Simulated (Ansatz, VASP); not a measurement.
ZnS: VASP beside Ansatz

File INCAR:

```
SYSTEM = ZnS
ALGO = Normal
EDIFF = 1E-6
ENCUT = 520
GGA = PE
ISIF = 2
ISMEAR = -1
LASPH = .True.
LCHARG = .False.
LREAL = .False.
LWAVE = .False.
NBANDS = 26
NELM = 60
PREC = Accurate
SIGMA = 0.02
```

File KPOINTS:

```
k-points
0
Gamma
  12 12 4
  0 0 0
```

File POSCAR:

```
ZnS
1.0
    3.8054280145      0.0000000000      0.0000000000
   -1.9027140073      3.1723419926      0.0000000000
    0.0000000000      0.0000000000      6.2440175211
Zn S
2 2
Direct
    0.3333114643      0.6666229286      0.0073603376
    0.6666885357      0.3333770714      0.5073603376
    0.3276982294      0.6553964588      0.3776396624
    0.6723017706      0.3446035412      0.8776396624
```

Input for Ansatz:

```yaml
crystal:
  lattice:
    - [3.8054280145, 0.0, 0.0]
    - [-1.9027140073, 3.1723419926, 0.0]
    - [0.0, 0.0, 6.2440175211]
  atoms:
    - { symbol: Zn, position: [0.3333114643, 0.6666229286, 0.0073603376] }
    - { symbol: Zn, position: [0.6666885357, 0.3333770714, 0.5073603376] }
    - { symbol: S, position: [0.3276982294, 0.6553964588, 0.3776396624] }
    - { symbol: S, position: [0.6723017706, 0.3446035412, 0.8776396624] }
kpoints:
  mp_grid: { grid: [12, 12, 4] }
  band_path:
    path:
      - [0.0, 0.0, 0.0]
      - [0.5, 0.0, 0.0]
      - [0.3333333333, 0.3333333333, 0.0]
      - [0.0, 0.0, 0.5]
      - [0.5, 0.0, 0.5]
      - [0.3333333333, 0.3333333333, 0.5]
    npoints: 1
hamiltonian:
  xc: pbe
scf:
  occupations: { method: fermi_dirac, width: 0.02 }
  n_extra_bands: 5
output:
  forces: true
  stress: true
  eigenvalues: true
```

Change from the starting cell: uniaxial_y strain -3.7%.

Alike in both runs: task single point; functional PBE; k mesh 12 × 12 × 4; occupations fermi-dirac, width 0.02 eV; no spin polarisation.

|  | VASP | Ansatz |
| --- | --- | --- |
| version | VASP 6.6.1 | Ansatz 0.2.0 |
| potentials or method | VASP PAW PBE potentials, release 64 (Zn, S) | plane waves, PAW |
| plane-wave cutoff (eV) | 520 | 420 |
| valence electrons in the cell | 36 | 36 |

```tsv
	VASP	Ansatz	Ansatz less VASP
gap on the k mesh at the Fermi level (eV)	2.23	2.23	-0.007
pressure (GPa)	5.6	5.4	-0.18
traceless stress, the component that is largest in VASP (GPa)	1.77	1.77	+0.005
rms of the force components (eV/Å)	0.005	0.004	-0.0006
```

Atom by atom the forces differ by 0.001 eV/Å (rms over components).
